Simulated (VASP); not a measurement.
# MnS (Fm-3m) in VASP: further runs

The runs below take MnS through single point, with PBEsol.

All numbers are computed with VASP 6.6.1; they aren't measurements. Logs are shortened: lines on timing, memory, paths and dates and some standing lists are left out, and cuts for length are marked.

**1. The cell of the first run**

The structure is cubic, space group Fm-3m (No. 225). The conventional cell has a = 4.732 Å, b = 4.732 Å, c = 4.732 Å, α = 90.00°, β = 90.00°, γ = 90.00°. Within 3.1 Å of Mn (site symmetry m-3m) lie 6 S at 2.37 Å. Within 3.1 Å of S (site symmetry m-3m) lie 6 Mn at 2.37 Å.

**2. Single point, PBEsol, collinear spin, ferromagnetic start (volume scaled by 0.88)**

Contents of INCAR:

```
SYSTEM = MnS
PREC = Accurate ; ENCUT = 520
EDIFF = 1E-7 ; ISMEAR = 0
SIGMA = 0.1 ; LREAL = .FALSE.
LASPH = .TRUE. ; NELM = 150
ALGO = Normal ; ISIF = 2
LWAVE = .FALSE. ; LCHARG = .TRUE.
ISPIN = 2 ; MAGMOM = 4.04 0
LORBIT = 11 ; LMAXMIX = 4
GGA = PS ; LELF = .TRUE.
LVHAR = .TRUE. ; NBANDS = 20
```

Contents of KPOINTS:

```
Automatic mesh
0
G
  14 14 14
  0 0 0
```

Contents of POSCAR:

```
MnS
1.0
    0.0000000000      2.3657748394      2.3657748394
    2.3657748394      0.0000000000      2.3657748394
    2.3657748394      2.3657748394      0.0000000000
Mn S
1 1
Direct
    0.0000000000      0.0000000000      0.0000000000
    0.5000000000      0.5000000000      0.5000000000
```

Potentials or basis: VASP PAW PBE potentials, release 64 (Mn_pv, S).

On the command line:

```sh
$ cat potpaw_PBE.64/Mn_pv/POTCAR potpaw_PBE.64/S/POTCAR > POTCAR
$ mpirun -np 1 vasp_std > vasp.out
```

OUTCAR:

```text
SYSTEM = MnS
   PREC = Accurate
   ENCUT = 520
   EDIFF = 1E-7
   ISMEAR = 0
   LREAL = .FALSE.
   LASPH = .TRUE.
   NELM = 150
   ISIF = 2
   ISPIN = 2
   LORBIT = 11
   GGA = PS

 ion  position               nearest neighbor table
   1  0.000  0.000  0.000-   2 2.37   2 2.37   2 2.37   2 2.37   2 2.37   2 2.37
   2  0.500  0.500  0.500-   1 2.37   1 2.37   1 2.37   1 2.37   1 2.37   1 2.37

  LATTYP: Found a face centered cubic cell.
 ALAT       =     4.7315496788

  Lattice vectors:

 A1 = (   0.0000000000,   2.3657748394,   2.3657748394)
 A2 = (   2.3657748394,   0.0000000000,   2.3657748394)
 A3 = (   2.3657748394,   2.3657748394,   0.0000000000)

Analysis of symmetry for initial positions (statically):
=====================================================================
 Subroutine PRICEL returns:
 Original cell was already a primitive cell.

 Routine SETGRP: Setting up the symmetry group for a
 face centered cubic supercell.

 Subroutine GETGRP returns: Found 48 space group operations
 (whereof 48 operations were pure point group operations)
 out of a pool of 48 trial point group operations.

The static configuration has the point symmetry O_h .

Analysis of symmetry for dynamics (positions and initial velocities):
=====================================================================
 Subroutine PRICEL returns:
 Original cell was already a primitive cell.

 Routine SETGRP: Setting up the symmetry group for a
 face centered cubic supercell.

 Subroutine GETGRP returns: Found 48 space group operations
 (whereof 48 operations were pure point group operations)
 out of a pool of 48 trial point group operations.

The dynamic configuration has the point symmetry O_h .

Analysis of structural, dynamic, and magnetic symmetry:
=====================================================================
 Subroutine PRICEL returns:
 Original cell was already a primitive cell.

 Routine SETGRP: Setting up the symmetry group for a
 face centered cubic supercell.

 Subroutine GETGRP returns: Found 48 space group operations
 (whereof 48 operations were pure point group operations)
 out of a pool of 48 trial point group operations.

The overall configuration has the point symmetry O_h .

 Subroutine INISYM returns: Found 48 space group operations
 (whereof 48 operations are pure point group operations),
 and found     1 'primitive' translations

----------------------------------------------------------------------------------------

                                     Primitive cell

  volume of cell :      26.4820

  direct lattice vectors                    reciprocal lattice vectors
     0.000000000  2.365774839  2.365774839    -0.211347247  0.211347247  0.211347247
     2.365774839  0.000000000  2.365774839     0.211347247 -0.211347247  0.211347247
     2.365774839  2.365774839  0.000000000     0.211347247  0.211347247 -0.211347247

  length of vectors
     3.345710863  3.345710863  3.345710863     0.366064170  0.366064170  0.366064170

  position of ions in fractional coordinates (direct lattice)
     0.000000000  0.000000000  0.000000000
     0.500000000  0.500000000  0.500000000

  ion indices of the primitive-cell ions
   primitive index   ion index
                 1           1
                 2           2

----------------------------------------------------------------------------------------

 KPOINTS: Automatic mesh

Automatic generation of k-mesh.
 Grid dimensions read from file:
 generate k-points for:   14   14   14

 Generating k-lattice:

  Cartesian coordinates                     Fractional coordinates (reciprocal lattice)
    -0.015096232  0.015096232  0.015096232     0.071428571  0.000000000  0.000000000
     0.015096232 -0.015096232  0.015096232     0.000000000  0.071428571  0.000000000
     0.015096232  0.015096232 -0.015096232     0.000000000  0.000000000  0.071428571

  Length of vectors
     0.026147441  0.026147441  0.026147441

  Shift w.r.t. Gamma in fractional coordinates (k-lattice)
     0.000000000  0.000000000  0.000000000

 Subroutine IBZKPT returns following result:
 ===========================================

 Found    104 irreducible k-points:

 Following reciprocal coordinates:
            Coordinates               Weight
  0.000000  0.000000  0.000000      1.000000
  0.071429  0.000000  0.000000      8.000000
  0.142857  0.000000  0.000000      8.000000
  0.214286  0.000000  0.000000      8.000000
  0.285714  0.000000  0.000000      8.000000
  0.357143  0.000000  0.000000      8.000000
[... 16 lines left out ...]
  0.214286  0.142857  0.000000     24.000000
  0.285714  0.142857  0.000000     24.000000
 [... further k-points ...]
   k-points           NKPTS =    104   k-points in BZ     NKDIM =    104   number of bands    NBANDS=     20
   number of dos      NEDOS =    301   number of ions     NIONS =      2
   total plane-waves  NPLWV =  21952
   dimension x,y,z NGX =    28 NGY =   28 NGZ =   28
   dimension x,y,z NGXF=    56 NGYF=   56 NGZF=   56
   ions per type =               1   1
   NGX,Y,Z   is equivalent  to a cutoff of  13.91, 13.91, 13.91 a.u.
   NGXF,Y,Z  is equivalent  to a cutoff of  27.83, 27.83, 27.83 a.u.
 SYSTEM =  MnS
   PREC   = accura    normal or accurate (medium, high low for compatibility)
   ISTART =      0    job   : 0-new  1-cont  2-samecut
   ICHARG =      2    charge: 1-file 2-atom 10-const
   ISPIN  =      2    spin polarized calculation?
   LNONCOLLINEAR =      F non collinear calculations
   LSORBIT =      F    spin-orbit coupling
   LASPH  =      T    aspherical Exc in radial PAW
   ENCUT  =  520.0 eV  38.22 Ry    6.18 a.u.   6.22  6.22  6.22*2*pi/ulx,y,z
   NELM   =    150;   NELMIN=  2; NELMDL= -5     # of ELM steps
   EDIFF  = 0.1E-06   stopping-criterion for ELM
   LREAL  =      F    real-space projection
   EDIFFG = 0.1E-05   stopping-criterion for IOM
   NSW    =      0    number of steps for IOM
   IBRION =     -1    ionic relax: 0-MD 1-quasi-New 2-CG
   NFREE  =      0    steps in history (QN), initial steepest desc. (CG)
   ISIF   =      2    stress and relaxation
   ISYM   =      2    0-nonsym 1-usesym 2-fastsym
   POTIM  = 0.5000    time-step for ionic-motion
   TEBEG  =    0.0;   TEEND  =   0.0 temperature during run
   PSTRESS=    0.0 pullay stress
   NELECT =      19.0000    total number of electrons
   NUPDOWN=      -1.0000    fix difference up-down
   EMIN   =  10.00;   EMAX   =-10.00  energy-range for DOS
   EFERMI =   0.00;   METHOD = LEGACY
   ISMEAR =     0;   SIGMA  =   0.10  broadening in eV -4-tet -1-fermi 0-gaus
   EFERMI_NEDOS =   21; number of points for ismear=-14 and -15
   IALGO  =     38    algorithm
   IMIX   =      4    mixing-type and parameters
     AMIX     =   0.40;   BMIX     =  1.00
     AMIX_MAG =   1.60;   BMIX_MAG =  1.00
  volume/ion in A,a.u.               =      13.24        89.35
  Fermi-wavevector in a.u.,A,eV,Ry     =   1.465579  2.769543 29.224258  2.147922
  Thomas-Fermi vector in A             =   2.581419
   LORBIT       =     11    0 simple, 1 ext, 2 COOP (PROOUT), +10 PAW based schemes
   GGA     = PS    functional components
   LHFCALC =     F    Hartree Fock is set to
   AEXX    =    0.0000 exact exchange contribution
   IVDW    =     0    specifies the selected vdW correction
   LEPSILON=     F    determine dielectric tensor
   LRPA    =     F    only Hartree local field effects (RPA)
 spin polarized calculation
 Gauss-broadening in eV      SIGMA  =   0.10
  energy-cutoff  :      520.00
  volume of cell :       26.48
 maximum number of plane-waves:       725
 NGX is ok and might be reduce to    28
   NGX = 13   NGY = 13   NGZ = 13

 number of electron      18.9999992 magnetization       3.5124188

 Free energy of the ion-electron system (eV)
  ---------------------------------------------------
  ext. energy  EPLUGINS =         0.00000000
  ---------------------------------------------------
  free energy    TOTEN  =       -14.86691913 eV

  energy without entropy =      -14.86005280  energy(sigma->0) =      -14.86348597

 E-fermi :   9.9702     XC(G=0): -12.3178

 val. band max:        9.9565150950   @ k =   0.2143   0.0714   0.0000
 cond. band min:       9.9785336253   @ k =   0.3571   0.2857   0.0000
 fundamental gap:      0.0220185303
 Fermi energy:         9.9702337349

 spin component 1

 k-point     1 :       0.0000    0.0000    0.0000
  band No.  band energies     occupation
      1     -39.9026      1.00000
      2     -39.9026      1.00000
      3     -39.9026      1.00000
      4      -6.6757      1.00000
      5       6.6183      1.00000
      6       6.6183      1.00000
[... 12 lines left out ...]
     19      23.5863      0.00000
     20      25.4077      0.00000

 k-point     2 :       0.0714    0.0000    0.0000
  band No.  band energies     occupation
      1     -39.9043      1.00000
      2     -39.9028      1.00000
      3     -39.9028      1.00000
      4      -6.5974      1.00000
      5       6.3289      1.00000
      6       6.3943      1.00000
[... 498 lines left out ...]
 k-point    24 :       0.2857    0.1429    0.0000
  band No.  band energies     occupation
      1     -39.9199      1.00000
      2     -39.9075      1.00000
      3     -39.9070      1.00000
      4      -5.6407      1.00000
      5       3.5589      1.00000
      6       4.9868      1.00000
[... 12 lines left out ...]
     19      25.4110      0.00000
     20      28.4254      0.00000

 [... further k-points ...]

 spin component 2

 k-point     1 :       0.0000    0.0000    0.0000
  band No.  band energies     occupation
      1     -36.4843      1.00000
      2     -36.4843      1.00000
      3     -36.4843      1.00000
      4      -6.4123      1.00000
      5       8.1560      1.00000
      6       8.1560      1.00000
[... 12 lines left out ...]
     19      24.5749      0.00000
     20      26.6580      0.00000

 k-point     2 :       0.0714    0.0000    0.0000
  band No.  band energies     occupation
      1     -36.4865      1.00000
      2     -36.4846      1.00000
      3     -36.4846      1.00000
      4      -6.3352      1.00000
      5       7.5175      1.00000
      6       7.7295      1.00000
[... 498 lines left out ...]
 k-point    24 :       0.2857    0.1429    0.0000
  band No.  band energies     occupation
      1     -36.5059      1.00000
      2     -36.4903      1.00000
      3     -36.4896      1.00000
      4      -5.3952      1.00000
      5       4.2686      1.00000
      6       5.9865      1.00000
[... 12 lines left out ...]
     19      26.0007      0.00000
     20      29.1924      0.00000

 [... further k-points ...]
[... 5 lines left out ...]
  --------------------------------------------------------------------------------------
  -------------------------------------------------------------------------------------
  Total        1.7596718      1.7596718      1.7596718      0.0000000      0.0000000      0.0000000
  in kB      106.4613658    106.4613658    106.4613658      0.0000000      0.0000000      0.0000000
  external PRESSURE =     106.4613658 kB  Pullay stress =       0.0000000 kB

 VOLUME and BASIS-vectors are now :
 -----------------------------------------------------------------------------
  energy-cutoff  :      520.00
  volume of cell :       26.48
      direct lattice vectors                 reciprocal lattice vectors
     0.000000000  2.365774839  2.365774839    -0.211347247  0.211347247  0.211347247
     2.365774839  0.000000000  2.365774839     0.211347247 -0.211347247  0.211347247
     2.365774839  2.365774839  0.000000000     0.211347247  0.211347247 -0.211347247

 POSITION                                       TOTAL-FORCE (eV/Angst)
 -----------------------------------------------------------------------------------
      0.00000      0.00000      0.00000         0.000000      0.000000     -0.000000
      2.36577      2.36577      2.36577         0.000000      0.000000      0.000000
 -----------------------------------------------------------------------------------
    total drift:                               -0.000000      0.000000      0.000000

  FREE ENERGIE OF THE ION-ELECTRON SYSTEM (eV)
  ---------------------------------------------------
  free  energy   TOTEN  =       -14.8669191346 eV

  energy  without entropy=      -14.8600528011  energy(sigma->0) =      -14.86348597

 total charge

# of ion       s       p       d       tot
------------------------------------------
    1        0.283   6.270   5.152  11.706
    2        1.319   2.427   0.000   3.746
--------------------------------------------------
tot          1.602   8.697   5.152  15.452

 magnetization (x)

# of ion       s       p       d       tot
------------------------------------------
    1        0.055   0.042   3.191   3.288
    2        0.021   0.023   0.000   0.044
--------------------------------------------------
tot          0.075   0.066   3.191   3.332
```

Wall time 70 s (1 thread of Intel Xeon 6975P-C (Granite Rapids), shared host); peak memory 0.22 GiB.

What came out:

- Free energy: -14.8669 eV
- Pressure: 10.6 GPa
- Net moment: 3.51 μB per cell
- Site moments: Mn +3.29; S +0.04 μB
- Valence electrons inside the program's atomic spheres: Mn 11.71; S 3.75

Caveat: the PAW data sets were made with another functional, which shifts forces and pressure a little; a cell with one magnetic atom can't hold antiferromagnetic order, which such compounds often take; semilocal functionals often make such compounds metallic where correlation or magnetic order opens a gap, which also shifts bond lengths.

**3. Single point, PBEsol, collinear spin, ferromagnetic start (volume scaled by 0.91)**

Contents of INCAR:

```
SYSTEM = MnS
PREC = Accurate
ENCUT = 520
EDIFF = 1E-6
ISMEAR = 0
SIGMA = 0.1
LREAL = .FALSE.
LASPH = .TRUE.
NELM = 150
ALGO = Normal
ISIF = 2
LWAVE = .FALSE.
LCHARG = .TRUE.
ISPIN = 2
MAGMOM = 4.04 0
LORBIT = 11
LMAXMIX = 4
GGA = PS
LELF = .TRUE.
LVHAR = .TRUE.
NBANDS = 20
```

Contents of KPOINTS:

```
regular mesh
0
G
  14 14 14
  0 0 0
```

Contents of POSCAR:

```
MnS
1.0
    0.0000000000      2.3923588042      2.3923588042
    2.3923588042      0.0000000000      2.3923588042
    2.3923588042      2.3923588042      0.0000000000
Mn S
1 1
Direct
    0.0000000000      0.0000000000      0.0000000000
    0.5000000000      0.5000000000      0.5000000000
```

Potentials or basis: VASP PAW PBE potentials, release 64 (Mn_pv, S).

On the command line:

```sh
$ cat potpaw_PBE.64/Mn_pv/POTCAR potpaw_PBE.64/S/POTCAR > POTCAR
$ mpirun -np 1 vasp_std > vasp.out
```

It took 74 s on 1 thread of Intel Xeon 6975P-C (Granite Rapids), shared host; peak memory 0.22 GiB.

Results (log left out):

```yaml
Free_energy: -14.9184 eV
Pressure: 7.7 GPa
Net_moment: 3.70 μB per cell
Site_moments: Mn +3.45; S +0.05 μB
Valence_electrons_inside_the_program's_atomic_spheres: Mn 11.64; S 3.74
```

Levels at points of the mesh, in eV from the Fermi level:
Spin up:
| k point | band 10 | band 11 | band 12 | band 13 | band 14 | band 15 |
| --- | --- | --- | --- | --- | --- | --- |
| (0.00, 0.00, 0.00) | -2.01 | -2.01 | -2.01 | 4.10 | 9.41 | 9.41 |
| (0.50, 0.00, 0.00) | -1.83 | 1.73 | 1.73 | 3.04 | 5.73 | 5.73 |
| (0.50, 0.50, 0.00) | -2.11 | -2.11 | -1.29 | 1.74 | 6.11 | 12.62 |
Spin down:
```
           k point  band 5  band 6  band 7  band 8  band 9  band 10  band 11  band 12
(0.00, 0.00, 0.00)   -1.81   -1.81   -1.81   -0.58   -0.58    -0.58    -0.44    -0.44
(0.50, 0.00, 0.00)   -8.15   -4.48   -4.48    0.93    0.93     1.30     3.38     3.95
(0.50, 0.50, 0.00)   -7.09   -3.90   -3.90   -2.22    0.20     1.30     1.30     1.56
```

Caveat: the PAW data sets were made with another functional, which shifts forces and pressure a little; a cell with one magnetic atom can't hold antiferromagnetic order, which such compounds often take; semilocal functionals often make such compounds metallic where correlation or magnetic order opens a gap, which also shifts bond lengths.

**4. Single point, PBEsol, collinear spin, ferromagnetic start (volume scaled by 1.10)**

Contents of INCAR:

```
ALGO     = Normal         # electronic algorithm
EDIFF    = 1E-7           # SCF threshold, eV
ENCUT    = 520            # plane-wave cutoff, eV
GGA      = PS             # functional
ISIF     = 2              # what is computed and relaxed
ISMEAR   = 0              # smearing method
ISPIN    = 2              # spin polarisation
LASPH    = T              # aspherical terms in the spheres
LCHARG   = T              # write CHGCAR
LELF     = T              # ELF
LMAXMIX  = 4              # l up to which the mixer works
LORBIT   = 11             # projections on sites
LREAL    = F              # projectors in reciprocal space
LVHAR    = T            
LWAVE    = F              # write WAVECAR
MAGMOM   = 4.04 0         # initial moments
NBANDS   = 20             # bands
NELM     = 150            # most SCF steps
PREC     = Accurate       # precision mode
SIGMA    = 0.1            # smearing width, eV
```

Contents of KPOINTS:

```
k-points
0
Gamma
  14 14 14
```

Contents of POSCAR:

```
MnS
1.0
    0.0000000000      2.5484536914      2.5484536914
    2.5484536914      0.0000000000      2.5484536914
    2.5484536914      2.5484536914      0.0000000000
Mn S
1 1
Direct
    0.0000000000      0.0000000000      0.0000000000
    0.5000000000      0.5000000000      0.5000000000
```

On the command line:

```sh
$ cat potpaw_PBE.64/Mn_pv/POTCAR potpaw_PBE.64/S/POTCAR > POTCAR
$ mpirun -np 1 vasp_std > vasp.out
```

Run time: 77 s. Hardware: 1 thread of Intel Xeon 6975P-C (Granite Rapids), shared host; peak memory 0.24 GiB.

Results (log left out):

```yaml
Free_energy: -14.9425 eV
Pressure: -4.9 GPa
Net_moment: 4.46 μB per cell
Site_moments: Mn +4.07; S +0.08 μB
Valence_electrons_inside_the_program's_atomic_spheres: Mn 11.38; S 3.70
```

Levels at points of the mesh, in eV from the Fermi level:
Spin up:
```csv
k point,band 10,band 11,band 12,band 13,band 14,band 15
"(0.00, 0.00, 0.00)",-1.97,-1.97,-1.97,2.12,8.69,8.69
"(0.50, 0.00, 0.00)",-2.35,0.66,0.66,2.74,5.36,5.36
"(0.50, 0.50, 0.00)",-2.59,-2.59,-2.05,0.94,5.48,10.61
```
Spin down:
| k point | band 4 | band 5 | band 6 | band 7 | band 8 | band 9 | band 10 | band 11 |
| --- | --- | --- | --- | --- | --- | --- | --- | --- |
| (0.00, 0.00, 0.00) | -14.76 | -1.74 | -1.74 | -1.74 | 0.04 | 0.04 | 0.04 | 0.15 |
| (0.50, 0.00, 0.00) | -13.30 | -6.87 | -3.65 | -3.65 | 1.14 | 1.14 | 1.36 | 3.24 |
| (0.50, 0.50, 0.00) | -13.13 | -6.00 | -3.40 | -3.40 | -1.21 | 0.63 | 1.41 | 1.41 |

Caveat: the PAW data sets were made with another functional, which shifts forces and pressure a little; a cell with one magnetic atom can't hold antiferromagnetic order, which such compounds often take; semilocal functionals often make such compounds metallic where correlation or magnetic order opens a gap, which also shifts bond lengths.

**5. Summary**

```tsv
cell	gap on the mesh (eV)	pressure (GPa)	moment (μB)
a = 3.346 Å, angles 60.0°, 2 atoms	none	10.6	3.51
a = 3.383 Å, angles 60.0°, 2 atoms	none	7.7	3.70
a = 3.604 Å, angles 60.0°, 2 atoms	none	-4.9	4.46
```

Alike in all rows: task single point; level PBEsol; potentials or basis VASP PAW PBE potentials, release 64 (Mn_pv, S); spin collinear, ferromagnetic start; k mesh 14 × 14 × 14; cutoff (eV) 520; smearing gaussian 0.1 eV.

Caveats: the PAW data sets were made with another functional, which shifts forces and pressure a little; a cell with one magnetic atom can't hold antiferromagnetic order, which such compounds often take; semilocal functionals often make such compounds metallic where correlation or magnetic order opens a gap, which also shifts bond lengths.

Absolute energies hang on the potentials; compare differences alone.
